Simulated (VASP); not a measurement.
A run of VASP 6.6.1:

Contents of INCAR:

```
SYSTEM = Au
ALGO = Normal
EDIFF = 1E-7
ENCUT = 520
GGA = CA
ISIF = 2
ISMEAR = -1
LASPH = .True.
LCHARG = .True.
LELF = .True.
LREAL = .False.
LVHAR = .True.
LWAVE = .False.
NBANDS = 18
NELM = 60
PREC = Accurate
SIGMA = 0.05
```

The input KPOINTS:

```
k-points
0
Gamma
  15 15 8
  0 0 0
```

File POSCAR:

```
Au
1.0
    2.8482614810      0.0000000000      0.0000000000
   -1.4241307405      2.4666667992      0.0000000000
    0.0000000000      0.0000000000      4.7916225155
Au
2
Direct
    0.3333333333      0.6666666667      0.2500000000
    0.6666666667      0.3333333333      0.7500000000
```

Potentials or basis: VASP PAW LDA potentials, release 64 (Au).

Run with:

```console
$ cat potpaw_LDA.64/Au/POTCAR > POTCAR
$ mpirun -np 1 vasp_std > vasp.out
```

Hardware: 1 thread of Intel(R) Xeon(R) 6975P-C (Granite Rapids) (shared host).

Question: Estimate the wall time of this run.

Answer: Wall time 20 s on 1 thread of Intel(R) Xeon(R) 6975P-C (Granite Rapids), on a shared host, peak memory 0.18 GiB. Counts: scf iterations 11, k points 135.
